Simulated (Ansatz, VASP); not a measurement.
**Two plane-wave programs on Pt**

```
Pt
1.0
     2.76684    0.00000    0.00000
    -1.38342    2.39615    0.00000
     0.00000    0.00000    4.75692
Pt
2
Direct
  0.33333 0.66667 0.25000
  0.66667 0.33333 0.75000
```

Alike in both runs: functional PBE; k mesh 13 × 13 × 7; occupations fermi-dirac, width 0.1 eV; no spin polarisation.

Ansatz relaxed the structure, and its values are those at the end. VASP's run is a single point on that final structure, the one shown.

|  | VASP | Ansatz |
| --- | --- | --- |
| version | VASP 6.6.1 | Ansatz 0.2.0 |
| potentials or method | VASP PAW PBE potentials, release 64 (Pt), cutoff 520 eV | plane waves (420 eV) with PAW, scalar-relativistic |
| valence electrons in the cell | 20 | 36 |

Ansatz gave:

| Quantity | Value |
| --- | --- |
| pressure (GPa) | 0.0 |

Problem. Estimate VASP's values.

Solution. Pressure (GPa): -0.5.

VASP's potentials hold 20 valence electrons a cell and Ansatz's 36, so a difference there can come from the potentials and not from the codes.

Neither program's run includes spin-orbit coupling.
